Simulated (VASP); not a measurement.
MoS2, 6 atoms in the cell. Symmetry: P6_3/mmc, No. 194, hexagonal system. Conventional cell: a = 3.169 Å, b = 3.169 Å, c = 12.324 Å, α = 90.00°, β = 90.00°, γ = 120.00°. Mo (site symmetry -6m2) has 6 S at 2.41 Å and 6 Mo at 3.17 Å within 3.2 Å. Within 3.2 Å of S (site symmetry 3m) lie 3 Mo at 2.41 Å and 7 S at 3.13 to 3.17 Å. 

| Item | Value |
| --- | --- |
| Program | VASP 6.6.1 |
| Task | single point |
| Functional | PBE |
| Potentials or basis | VASP PAW PBE potentials, release 64 (Mo_sv, S) |
| Cutoff | 520 eV |
| k mesh | 4 × 4 × 1 |
| Occupations | methfessel-paxton, width 0.15 eV |
| Spin | no spin polarisation |
| Dipole correction | no |
| Further INCAR settings | ALGO = Normal; EDIFF = 1e-06; NBANDS = 35 |

Potentials or basis: VASP PAW PBE potentials, release 64 (Mo_sv, S).

Run with:

```console
$ cat potpaw_PBE.64/Mo_sv/POTCAR potpaw_PBE.64/S/POTCAR > POTCAR
$ mpirun -np 1 vasp_std > vasp.out
```

Hardware: 1 thread of Intel(R) Xeon(R) 6975P-C (Granite Rapids), on a shared host.

How long does it take, and how much memory?

Run time: 10 s on 1 thread of Intel(R) Xeon(R) 6975P-C (Granite Rapids), with other jobs on the host, peak memory 0.21 GiB. Counts: scf iterations 15, k points 4.
